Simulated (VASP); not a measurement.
Here is a VASP 6.6.1 calculation.

Contents of INCAR:

```
ALGO     = Fast           # electronic algorithm
EDIFF    = 1E-6           # SCF threshold, eV
EDIFFG   = -0.04          # ionic threshold
ENCUT    = 600            # plane-wave cutoff, eV
GGA      = PE             # functional
IBRION   = 2              # ionic algorithm
ISIF     = 3              # what is computed and relaxed
ISMEAR   = 0              # smearing method
LASPH    = True           # aspherical terms in the spheres
LCHARG   = False          # write CHGCAR
LREAL    = False          # projectors in reciprocal space
LWAVE    = False          # write WAVECAR
NELM     = 80             # most SCF steps
NSW      = 90             # ionic steps
PREC     = Accurate       # precision mode
SIGMA    = 0.1            # smearing width, eV
```

The input KPOINTS:

```
k-points
0
Gamma
  3 3 4
```

POSCAR

```
Ca3As
1.0
    6.7513672828      0.0000000000      0.0000000000
   -3.3756836414      5.8468555772      0.0000000000
    0.0000000000      0.0000000000      5.4190139286
Ca As
6 2
Direct
    0.8330000000      0.6660000000      0.2500000000
    0.1670000000      0.8330000000      0.7500000000
    0.3340000000      0.1670000000      0.2500000000
    0.1670000000      0.3340000000      0.7500000000
    0.8330000000      0.1670000000      0.2500000000
    0.6660000000      0.8330000000      0.7500000000
    0.3333333333      0.6666666667      0.2500000000
    0.6666666667      0.3333333333      0.7500000000
```

Potentials or basis: VASP PAW PBE potentials, release 64 (Ca_sv, As).

Launch:

```console
$ cat potpaw_PBE.64/Ca_sv/POTCAR potpaw_PBE.64/As/POTCAR > POTCAR
$ mpirun -np 1 vasp_std > vasp.out
```

(1) What does it give for the relaxed cell?

(2) What does it give for the space group after relaxing (to 0.1 Å)?

(3) Estimate the band gap on the k mesh.

(4) Predict the relaxed volume.

Answers

(1) a = 6.873 Å, b = 6.873 Å, c = 5.655 Å, α = 90.00°, β = 90.00°, γ = 120.00°.

(2) P6_3/mmc (No. 194).

(3) zero (bands 35 and 36 overlap by 1.06 eV).

(4) 28.92 Å³/atom.
